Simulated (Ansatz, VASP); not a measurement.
# One calculation of AlGa2As3, two programs

The input INCAR:

```
SYSTEM = AlGa2As3
PREC = Accurate
ENCUT = 520
EDIFF = 1E-6
ISMEAR = 0
SIGMA = 0.1
LREAL = .False.
LASPH = .True.
NELM = 60
ALGO = Normal
ISIF = 2
LWAVE = .False.
LCHARG = .False.
GGA = PE
NBANDS = 56
```

Contents of KPOINTS:

```
regular mesh
0
Gamma
  6 6 1
  0 0 0
```

POSCAR

```
AlGa2As3
1.0
    4.0477417000      0.0000000000      0.0000000000
   -2.0238709000      3.5054472000      0.0000000000
    0.0000000000      0.0000000000     19.9902996000
Al Ga As
2 4 6
Direct
    0.3333333000      0.6666667000      0.3329000000
    0.6666667000      0.3333333000      0.8329000000
    0.3333333000      0.6666667000      0.6668980000
    0.3333333000      0.6666667000      0.9999880000
    0.6666667000      0.3333333000      0.1668980000
    0.6666667000      0.3333333000      0.4999880000
    0.3333333000      0.6666667000      0.1248240000
    0.3333333000      0.6666667000      0.4575930000
    0.3333333000      0.6666667000      0.7917980000
    0.6666667000      0.3333333000      0.2917980000
    0.6666667000      0.3333333000      0.6248240000
    0.6666667000      0.3333333000      0.9575930000
```

Input for Ansatz:

```yaml
crystal:
  lattice:
    - [4.0477417, 0.0, 0.0]
    - [-2.0238709, 3.5054472, 0.0]
    - [0.0, 0.0, 19.9902996]
  atoms:
    - { symbol: Al, position: [0.3333333, 0.6666667, 0.3329] }
    - { symbol: Al, position: [0.6666667, 0.3333333, 0.8329] }
    - { symbol: Ga, position: [0.3333333, 0.6666667, 0.666898] }
    - { symbol: Ga, position: [0.3333333, 0.6666667, 0.999988] }
    - { symbol: Ga, position: [0.6666667, 0.3333333, 0.166898] }
    - { symbol: Ga, position: [0.6666667, 0.3333333, 0.499988] }
    - { symbol: As, position: [0.3333333, 0.6666667, 0.124824] }
    - { symbol: As, position: [0.3333333, 0.6666667, 0.457593] }
    - { symbol: As, position: [0.3333333, 0.6666667, 0.791798] }
    - { symbol: As, position: [0.6666667, 0.3333333, 0.291798] }
    - { symbol: As, position: [0.6666667, 0.3333333, 0.624824] }
    - { symbol: As, position: [0.6666667, 0.3333333, 0.957593] }
basis:
  ecutwfc: 420
kpoints:
  mp_grid: { grid: [6, 6, 1] }
hamiltonian:
  xc: pbe
scf:
  occupations: { method: gaussian, width: 0.1 }
  lower_state_search: "off"
output:
  forces: true
  stress: true
  eigenvalues: true
```

Alike in both runs: task single point; functional PBE; k mesh 6 × 6 × 1; occupations gaussian, width 0.1 eV; no spin polarisation.

|  | VASP | Ansatz |
| --- | --- | --- |
| version | VASP 6.6.1 | Ansatz 0.2.0 |
| potentials or method | VASP PAW PBE potentials, release 64 (Al, Ga_d, As), cutoff 520 eV | scalar-relativistic, plane waves, PAW |
| valence electrons in the cell | 88 | 148 |

Ansatz gave:

- gap on the k mesh at the Fermi level (eV): 0.52
- least direct gap on the mesh (eV): 0.52
- pressure (GPa): 0.0
- rms of the force components (eV/Å): 0.003

Estimate VASP's values.

gap on the k mesh at the Fermi level (eV): 0.52; least direct gap on the mesh (eV): 0.52; pressure (GPa): 0.2; rms of the force components (eV/Å): 0.003.

Atom by atom the forces differ by 0.001 eV/Å (rms over components). VASP's potentials hold 88 valence electrons a cell and Ansatz's 148, so a difference there can come from the potentials and not from the codes.
